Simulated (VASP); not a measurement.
# C (Fd-3m) in VASP: further runs

The runs below take C through single point, with r2SCAN.

All numbers are computed with VASP 6.6.1; they aren't measurements. Logs are shortened: lines on timing, memory, paths and dates and some standing lists are left out, and cuts for length are marked.

### Step 1. The cell of the first run

Symmetry: Fd-3m, No. 227, cubic system. The conventional cell has a = 3.281 Å, b = 3.281 Å, c = 3.281 Å, α = 90.00°, β = 90.00°, γ = 90.00°. C (site symmetry -43m) has 4 C at 1.42 Å within 1.9 Å.

### Step 2. Single point, r2SCAN (strain -0.080 along x and y, -0.080 along z)

The input, POSCAR:

```
C
1.0
    0.0000000000      1.6407280000      1.6407280000
    1.6407280000      0.0000000000      1.6407280000
    1.6407280000      1.6407280000      0.0000000000
C
2
Direct
    0.5000000000      0.5000000000      0.5000000000
    0.7500000000      0.7500000000      0.7500000000
```

The input, INCAR.step1:

```
  PREC = Accurate
  ENCUT = 520
  ISMEAR = 0
  SIGMA = 0.05
  LREAL = False
  LASPH = True
  NELM = 60
  NBANDS = 11
  GGA = PE
  ALGO = Normal
  EDIFF = 1E-4
  LWAVE = True
  LCHARG = False
```

The input, INCAR.step2:

```
  PREC = Accurate
  ENCUT = 520
  EDIFF = 1E-6
  ISMEAR = 0
  SIGMA = 0.05
  LREAL = False
  LASPH = True
  NELM = 60
  ALGO = Normal
  ISIF = 2
  LWAVE = False
  LCHARG = False
  METAGGA = R2SCAN
  LMIXTAU = True
  NBANDS = 11
  ISTART = 1
```

The input, KPOINTS:

```
regular mesh
0
Gamma
  12 12 12
```

Potentials or basis: VASP PAW PBE potentials, release 64 (C).

Run with:

```console
$ cat potpaw_PBE.64/C/POTCAR > POTCAR
$ cp INCAR.step1 INCAR
$ mpirun -np 1 vasp_std > vasp.out
$ cp INCAR.step2 INCAR
$ mpirun -np 1 vasp_std > vasp.out
```

OUTCAR:

```text
PREC = Accurate
   ENCUT = 520
   EDIFF = 1E-6
   ISMEAR = 0
   LREAL = False
   LASPH = True
   NELM = 60
   ISIF = 2
   METAGGA = R2SCAN
   ISTART = 1

 ion  position               nearest neighbor table
   1  0.500  0.500  0.500-   2 1.42   2 1.42   2 1.42   2 1.42
   2  0.750  0.750  0.750-   1 1.42   1 1.42   1 1.42   1 1.42

  LATTYP: Found a face centered cubic cell.
 ALAT       =     3.2814560000

  Lattice vectors:

 A1 = (   0.0000000000,   1.6407280000,   1.6407280000)
 A2 = (   1.6407280000,   0.0000000000,   1.6407280000)
 A3 = (   1.6407280000,   1.6407280000,   0.0000000000)

Analysis of symmetry for initial positions (statically):
=====================================================================
 Subroutine PRICEL returns:
 Original cell was already a primitive cell.

 Routine SETGRP: Setting up the symmetry group for a
 face centered cubic supercell.

 Subroutine GETGRP returns: Found 48 space group operations
 (whereof 24 operations were pure point group operations)
 out of a pool of 48 trial point group operations.

The static configuration has the point symmetry T_d .
 The point group associated with its full space group is O_h .

Analysis of symmetry for dynamics (positions and initial velocities):
=====================================================================
 Subroutine PRICEL returns:
 Original cell was already a primitive cell.

 Routine SETGRP: Setting up the symmetry group for a
 face centered cubic supercell.

 Subroutine GETGRP returns: Found 48 space group operations
 (whereof 24 operations were pure point group operations)
 out of a pool of 48 trial point group operations.

The dynamic configuration has the point symmetry T_d .
 The point group associated with its full space group is O_h .

 Subroutine INISYM returns: Found 48 space group operations
 (whereof 24 operations are pure point group operations),
 and found     1 'primitive' translations

----------------------------------------------------------------------------------------

                                     Primitive cell

  volume of cell :       8.8336

  direct lattice vectors                    reciprocal lattice vectors
     0.000000000  1.640728000  1.640728000    -0.304742773  0.304742773  0.304742773
     1.640728000  0.000000000  1.640728000     0.304742773 -0.304742773  0.304742773
     1.640728000  1.640728000  0.000000000     0.304742773  0.304742773 -0.304742773

  length of vectors
     2.320339790  2.320339790  2.320339790     0.527829966  0.527829966  0.527829966

  position of ions in fractional coordinates (direct lattice)
     0.500000000  0.500000000  0.500000000
     0.750000000  0.750000000  0.750000000

  ion indices of the primitive-cell ions
   primitive index   ion index
                 1           1
                 2           2

----------------------------------------------------------------------------------------

 KPOINTS: regular mesh

Automatic generation of k-mesh.
 Grid dimensions read from file:
 generate k-points for:   12   12   12

 Generating k-lattice:

  Cartesian coordinates                     Fractional coordinates (reciprocal lattice)
    -0.025395231  0.025395231  0.025395231     0.083333333  0.000000000  0.000000000
     0.025395231 -0.025395231  0.025395231     0.000000000  0.083333333  0.000000000
     0.025395231  0.025395231 -0.025395231     0.000000000  0.000000000  0.083333333

  Length of vectors
     0.043985830  0.043985830  0.043985830

  Shift w.r.t. Gamma in fractional coordinates (k-lattice)
     0.000000000  0.000000000  0.000000000

 Subroutine IBZKPT returns following result:
 ===========================================

 Found     72 irreducible k-points:

 Following reciprocal coordinates:
            Coordinates               Weight
  0.000000  0.000000  0.000000      1.000000
  0.083333  0.000000  0.000000      8.000000
  0.166667  0.000000  0.000000      8.000000
  0.250000  0.000000  0.000000      8.000000
  0.333333  0.000000  0.000000      8.000000
  0.416667  0.000000  0.000000      8.000000
[... 16 lines left out ...]
  0.500000  0.166667  0.000000     24.000000
 -0.416667  0.166667  0.000000     24.000000
 [... further k-points ...]
   k-points           NKPTS =     72   k-points in BZ     NKDIM =     72   number of bands    NBANDS=     11
   number of dos      NEDOS =    301   number of ions     NIONS =      2
   total plane-waves  NPLWV =   5832
   dimension x,y,z NGX =    18 NGY =   18 NGZ =   18
   dimension x,y,z NGXF=    36 NGYF=   36 NGZF=   36
   ions per type =               2
   NGX,Y,Z   is equivalent  to a cutoff of  12.90, 12.90, 12.90 a.u.
   NGXF,Y,Z  is equivalent  to a cutoff of  25.79, 25.79, 25.79 a.u.
 SYSTEM =  unknown system
   PREC   = accura    normal or accurate (medium, high low for compatibility)
   ISTART =      1    job   : 0-new  1-cont  2-samecut
   ICHARG =      0    charge: 1-file 2-atom 10-const
   ISPIN  =      1    spin polarized calculation?
   LNONCOLLINEAR =      F non collinear calculations
   LSORBIT =      F    spin-orbit coupling
   LASPH  =      T    aspherical Exc in radial PAW
   ENCUT  =  520.0 eV  38.22 Ry    6.18 a.u.   4.31  4.31  4.31*2*pi/ulx,y,z
   NELM   =     60;   NELMIN=  2; NELMDL=  0     # of ELM steps
   EDIFF  = 0.1E-05   stopping-criterion for ELM
   LREAL  =      F    real-space projection
   EDIFFG = 0.1E-04   stopping-criterion for IOM
   NSW    =      0    number of steps for IOM
   IBRION =     -1    ionic relax: 0-MD 1-quasi-New 2-CG
   NFREE  =      0    steps in history (QN), initial steepest desc. (CG)
   ISIF   =      2    stress and relaxation
   ISYM   =      2    0-nonsym 1-usesym 2-fastsym
   POTIM  = 0.5000    time-step for ionic-motion
   TEBEG  =    0.0;   TEEND  =   0.0 temperature during run
   PSTRESS=    0.0 pullay stress
   NELECT =       8.0000    total number of electrons
   NUPDOWN=      -1.0000    fix difference up-down
   EMIN   =  10.00;   EMAX   =-10.00  energy-range for DOS
   EFERMI =   0.00;   METHOD = LEGACY
   ISMEAR =     0;   SIGMA  =   0.05  broadening in eV -4-tet -1-fermi 0-gaus
   EFERMI_NEDOS =   21; number of points for ismear=-14 and -15
   IALGO  =     38    algorithm
   IMIX   =      4    mixing-type and parameters
     AMIX     =   0.40;   BMIX     =  1.00
     AMIX_MAG =   1.60;   BMIX_MAG =  1.00
  volume/ion in A,a.u.               =       4.42        29.81
  Fermi-wavevector in a.u.,A,eV,Ry     =   1.583890  2.993117 34.133021  2.508706
  Thomas-Fermi vector in A             =   2.683591
   LORBIT       =      0    0 simple, 1 ext, 2 COOP (PROOUT), +10 PAW based schemes
   METAGGA = R2SCAN    functional components
   LHFCALC =     F    Hartree Fock is set to
   AEXX    =    0.0000 exact exchange contribution
   IVDW    =     0    specifies the selected vdW correction
   LEPSILON=     F    determine dielectric tensor
   LRPA    =     F    only Hartree local field effects (RPA)
 non-spin polarized calculation
 Gauss-broadening in eV      SIGMA  =   0.05
  energy-cutoff  :      520.00
  volume of cell :        8.83
 maximum number of plane-waves:       259
 NGX is ok and might be reduce to    18
   NGX =  9   NGY =  9   NGZ =  9

 number of electron       8.0000002 magnetization

 Free energy of the ion-electron system (eV)
  ---------------------------------------------------
  ext. energy  EPLUGINS =         0.00000000
  ---------------------------------------------------
  free energy    TOTEN  =       -18.54237786 eV

  energy without entropy =      -18.54237786  energy(sigma->0) =      -18.54237786

 E-fermi :  14.1207     XC(G=0): -15.6820

 val. band max:       13.7019195597   @ k =   0.0000   0.0000   0.0000
 cond. band min:      18.6766921528   @ k =   0.3333   0.3333   0.0000
 fundamental gap:      4.9747725931
 Fermi energy:        14.1207174812

 k-point     1 :       0.0000    0.0000    0.0000
  band No.  band energies     occupation
      1     -12.7697      2.00000
      2      13.7019      2.00000
      3      13.7019      2.00000
      4      13.7019      2.00000
      5      20.2282      0.00000
      6      20.2282      0.00000
      7      20.2282      0.00000
      8      33.9730      0.00000
      9      37.9259      0.00000
     10      44.0799      0.00000
     11      44.0799      0.00000

 k-point     2 :       0.0833    0.0000    0.0000
  band No.  band energies     occupation
      1     -12.5333      2.00000
      2      12.0794      2.00000
      3      13.2479      2.00000
      4      13.2479      2.00000
      5      20.8212      0.00000
      6      20.8212      0.00000
      7      21.3588      0.00000
      8      33.8993      0.00000
      9      38.2897      0.00000
     10      41.5525      0.00000
     11      41.5525      0.00000

 k-point     3 :       0.1667    0.0000    0.0000
  band No.  band energies     occupation
      1     -11.8259      2.00000
      2       8.8613      2.00000
      3      12.2951      2.00000
      4      12.2951      2.00000
      5      22.0593      0.00000
      6      22.0593      0.00000
      7      23.1966      0.00000
      8      33.6993      0.00000
      9      39.0602      0.00000
     10      39.5930      0.00000
     11      39.5930      0.00000

 k-point     4 :       0.2500    0.0000    0.0000
  band No.  band energies     occupation
      1     -10.6545      2.00000
      2       5.3181      2.00000
      3      11.3411      2.00000
      4      11.3411      2.00000
      5      23.1170      0.00000
      6      23.1170      0.00000
      7      24.7159      0.00000
      8      33.4066      0.00000
      9      39.2307      0.00000
     10      39.2307      0.00000
     11      39.7055      0.00000
[... 239 lines left out ...]
 k-point    22 :       0.4167    0.1667    0.0000
  band No.  band energies     occupation
      1      -7.5872      2.00000
      2       1.3799      2.00000
      3       8.2494      2.00000
      4       8.2995      2.00000
      5      21.6263      0.00000
      6      27.3122      0.00000
      7      28.2037      0.00000
      8      29.8065      0.00000
      9      39.6499      0.00000
     10      42.7856      0.00000
     11      46.3002      0.00000

 k-point    23 :       0.5000    0.1667    0.0000
  band No.  band energies     occupation
      1      -5.4931      2.00000
      2      -1.5358      2.00000
      3       7.3449      2.00000
      4       8.3824      2.00000
      5      22.0449      0.00000
      6      26.8217      0.00000
      7      28.9970      0.00000
      8      31.6806      0.00000
      9      38.5396      0.00000
     10      44.5089      0.00000
     11      45.5459      0.00000

 k-point    24 :      -0.4167    0.1667    0.0000
  band No.  band energies     occupation
      1      -4.8314      2.00000
      2      -2.3066      2.00000
      3       6.6881      2.00000
      4       8.8974      2.00000
      5      22.5924      0.00000
      6      26.1522      0.00000
      7      29.1018      0.00000
      8      33.3557      0.00000
      9      37.7228      0.00000
     10      42.1251      0.00000
     11      45.3842      0.00000

 [... further k-points ...]
[... 5 lines left out ...]
  --------------------------------------------------------------------------------------
  -------------------------------------------------------------------------------------
  Total        9.5578507      9.5578507      9.5578507     -0.0000000     -0.0000000      0.0000000
  in kB     1733.5288013   1733.5288013   1733.5288013     -0.0000000     -0.0000000      0.0000000
  external PRESSURE =    1733.5288013 kB  Pullay stress =       0.0000000 kB

 VOLUME and BASIS-vectors are now :
 -----------------------------------------------------------------------------
  energy-cutoff  :      520.00
  volume of cell :        8.83
      direct lattice vectors                 reciprocal lattice vectors
     0.000000000  1.640728000  1.640728000    -0.304742773  0.304742773  0.304742773
     1.640728000  0.000000000  1.640728000     0.304742773 -0.304742773  0.304742773
     1.640728000  1.640728000  0.000000000     0.304742773  0.304742773 -0.304742773

 POSITION                                       TOTAL-FORCE (eV/Angst)
 -----------------------------------------------------------------------------------
      1.64073      1.64073      1.64073        -0.000000     -0.000000     -0.000000
      2.46109      2.46109      2.46109         0.000000      0.000000      0.000000
 -----------------------------------------------------------------------------------
    total drift:                                0.000000     -0.000000      0.000000

  FREE ENERGIE OF THE ION-ELECTRON SYSTEM (eV)
  ---------------------------------------------------
  free  energy   TOTEN  =       -18.5423778613 eV

  energy  without entropy=      -18.5423778613  energy(sigma->0) =      -18.54237786
```

It took 16 s on 1 thread of Intel Xeon Platinum 8488C (Sapphire Rapids), shared host; peak memory 0.11 GiB.

Results:

```yaml
Free_energy: -18.5424 eV
Pressure: 173.4 GPa
Band_gap_on_the_k_mesh: 4.97 eV, indirect (least direct gap 6.53 eV)
```

Caveat: the cell differs from its parent crystal (strain -0.080 along x and y, -0.080 along z); the PAW data sets were made with another functional, which shifts forces and pressure a little.

### Step 3. Single point, r2SCAN (strain -0.040 along x and y, -0.040 along z)

The input, POSCAR:

```
C
1.0
    0.0000000000      1.7120640000      1.7120640000
    1.7120640000      0.0000000000      1.7120640000
    1.7120640000      1.7120640000      0.0000000000
C
2
Direct
    0.5000000000      0.5000000000      0.5000000000
    0.7500000000      0.7500000000      0.7500000000
```

The input, INCAR.step1:

```
PREC     = Accurate       # precision mode
ENCUT    = 520            # plane-wave cutoff, eV
ISMEAR   = 0              # smearing method
SIGMA    = 0.05           # smearing width, eV
LREAL    = F              # projectors in reciprocal space
LASPH    = T              # aspherical terms in the spheres
NELM     = 60             # most SCF steps
NBANDS   = 11             # bands
GGA      = PE             # functional
ALGO     = Normal         # electronic algorithm
EDIFF    = 1E-4           # SCF threshold, eV
LWAVE    = T              # write WAVECAR
LCHARG   = F              # write CHGCAR
```

The input, INCAR.step2:

```
PREC     = Accurate       # precision mode
ENCUT    = 520            # plane-wave cutoff, eV
EDIFF    = 1E-7           # SCF threshold, eV
ISMEAR   = 0              # smearing method
SIGMA    = 0.05           # smearing width, eV
LREAL    = F              # projectors in reciprocal space
LASPH    = T              # aspherical terms in the spheres
NELM     = 60             # most SCF steps
ALGO     = Normal         # electronic algorithm
ISIF     = 2              # what is computed and relaxed
LWAVE    = F              # write WAVECAR
LCHARG   = F              # write CHGCAR
METAGGA  = R2SCAN         # meta-GGA
LMIXTAU  = T            
NBANDS   = 11             # bands
ISTART   = 1
```

The input, KPOINTS:

```
Automatic mesh
0
Gamma
  12 12 12
```

Potentials or basis: VASP PAW PBE potentials, release 64 (C).

Run with:

```console
$ cat potpaw_PBE.64/C/POTCAR > POTCAR
$ cp INCAR.step1 INCAR
$ mpirun -np 1 vasp_std > vasp.out
$ cp INCAR.step2 INCAR
$ mpirun -np 1 vasp_std > vasp.out
```

Wall time 20 s (1 thread of Intel Xeon Platinum 8488C (Sapphire Rapids), shared host); peak memory 0.11 GiB.

Results (log left out):

- Free energy: -19.4123 eV
- Pressure: 66.8 GPa
- Band gap on the k mesh: 4.64 eV, indirect (least direct gap 6.17 eV)

Levels at points of the mesh, in eV from the valence-band top:
```csv
k point,band 1,band 2,band 3,band 4,band 5,band 6,band 7,band 8
"(0.00, 0.00, 0.00)",-24.46,0.00,0.00,0.00,6.17,6.17,6.17,16.87
"(0.50, 0.00, 0.00)",-17.77,-15.51,-3.32,-3.32,9.39,9.39,10.92,17.87
"(0.50, 0.50, 0.00)",-14.53,-14.53,-7.47,-7.47,5.27,5.27,19.91,19.91
```

Caveat: the cell differs from its parent crystal (strain -0.040 along x and y, -0.040 along z); the PAW data sets were made with another functional, which shifts forces and pressure a little. A k mesh can miss the band edges.

(Part 1 of 2 ends here.)
